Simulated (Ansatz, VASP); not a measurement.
**One calculation of Ge6Mo2W, two programs**

File INCAR:

```
ALGO = Normal
EDIFF = 1E-6
ENCUT = 520
GGA = PE
ISIF = 2
ISMEAR = 0
LASPH = True
LCHARG = True
LELF = True
LREAL = False
LVHAR = True
LWAVE = False
NBANDS = 73
NELM = 100
PREC = Accurate
SIGMA = 0.1
```

The input KPOINTS:

```
k-points
0
Gamma
  4 4 4
```

Contents of POSCAR:

```
Ge6Mo2W
1.0
    0.0000000000      4.1435881000      7.0831402000
    2.3606701000      0.0000000000      7.0831402000
    2.3606701000      4.1435881000      0.0000000000
Ge Mo W
6 2 1
Direct
    0.4951650000      0.1711670000      0.8288330000
    0.8288330000      0.5048350000      0.4951650000
    0.1619990000      0.8380010000      0.1619990000
    0.1711670000      0.4951650000      0.5048350000
    0.5048350000      0.8288330000      0.1711670000
    0.8380010000      0.1619990000      0.8380010000
    0.8330240000      0.8330240000      0.1669760000
    0.1669760000      0.1669760000      0.8330240000
    0.5000000000      0.5000000000      0.5000000000
```

Input for Ansatz:

```yaml
crystal:
  lattice:
    - [0.0, 4.1435881, 7.0831402]
    - [2.3606701, 0.0, 7.0831402]
    - [2.3606701, 4.1435881, 0.0]
  atoms:
    - { symbol: Ge, position: [0.495165, 0.171167, 0.828833] }
    - { symbol: Ge, position: [0.828833, 0.504835, 0.495165] }
    - { symbol: Ge, position: [0.161999, 0.838001, 0.161999] }
    - { symbol: Ge, position: [0.171167, 0.495165, 0.504835] }
    - { symbol: Ge, position: [0.504835, 0.828833, 0.171167] }
    - { symbol: Ge, position: [0.838001, 0.161999, 0.838001] }
    - { symbol: Mo, position: [0.833024, 0.833024, 0.166976] }
    - { symbol: Mo, position: [0.166976, 0.166976, 0.833024] }
    - { symbol: W, position: [0.5, 0.5, 0.5] }
basis:
  ecutwfc: 420
kpoints:
  mp_grid: { grid: [4, 4, 4] }
hamiltonian:
  xc: pbe
scf:
  occupations: { method: gaussian, width: 0.1 }
  lower_state_search: "off"
output:
  forces: true
  stress: true
  eigenvalues: true
```

Alike in both runs: task single point; functional PBE; k mesh 4 × 4 × 4; occupations gaussian, width 0.1 eV; no spin polarisation.

|  | VASP | Ansatz |
| --- | --- | --- |
| version | VASP 6.6.1 | Ansatz 0.2.0 |
| potentials or method | VASP PAW PBE potentials, release 64 (Ge_d, Mo_sv, W_sv), cutoff 520 eV | scalar-relativistic, plane waves, PAW |
| valence electrons in the cell | 126 | 126 |

```tsv
	VASP	Ansatz	Ansatz less VASP
gap on the k mesh at the Fermi level (eV)	none	none	-
pressure (GPa)	0.2	0.0	-0.26
traceless stress, the component that is largest in VASP (GPa)	0.36	0.37	+0.005
rms of the force components (eV/Å)	0.002	0.005	+0.0028
```

Atom by atom the forces differ by 0.003 eV/Å (rms over components). A gap of «none» marks a metal or a gap that the smearing closes. The functional is the same, so the differences come from potentials, cutoffs and numerics.

The k mesh is coarse, so the values compare programs but aren't converged. Neither program's run includes spin-orbit coupling.
